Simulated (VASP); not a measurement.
The system is CoO.

```
CELL_PARAMETERS angstrom
0.00000 2.13150 2.13150
2.13150 0.00000 2.13150
2.13150 2.13150 0.00000
ATOMIC_POSITIONS crystal
Co 0.00000 0.00000 0.00000
O 0.50000 0.50000 0.50000
```

Base run:

| Item | Value |
| --- | --- |
| Program | VASP 6.6.1 |
| Functional | PBE |
| Potentials or basis | VASP PAW PBE potentials, release 64 (Co_sv, O) |
| Cutoff | 700 eV |
| k mesh | 9 × 9 × 9 |
| Occupations | fermi-dirac, width 0.05 eV |
| Spin | collinear spin, ferromagnetic start |
| Starting moments | [0.5, 0.0] μB |
| Fixed moment | 0.5 μB |

Its results: pressure -19.2 GPa; site moments Co +0.51; O -0.03 μB.

Problem. The run is repeated on the same cell with these changes: fixed moment from 0.5 μB to 4 μB; moments at the start from [0.5, 0.0] to [4.0, 0.0]. What comes out?

Solution. Pressure 21.3 GPa; site moments Co +2.96; O +0.64 μB.

Caveats: the total moment is fixed, so each spin has its own Fermi level and the state may be an excited one; a cell with one magnetic atom can't hold antiferromagnetic order, which such compounds often take; the cell stands under tension (at least some runs); the cell stands under pressure (at least some runs).
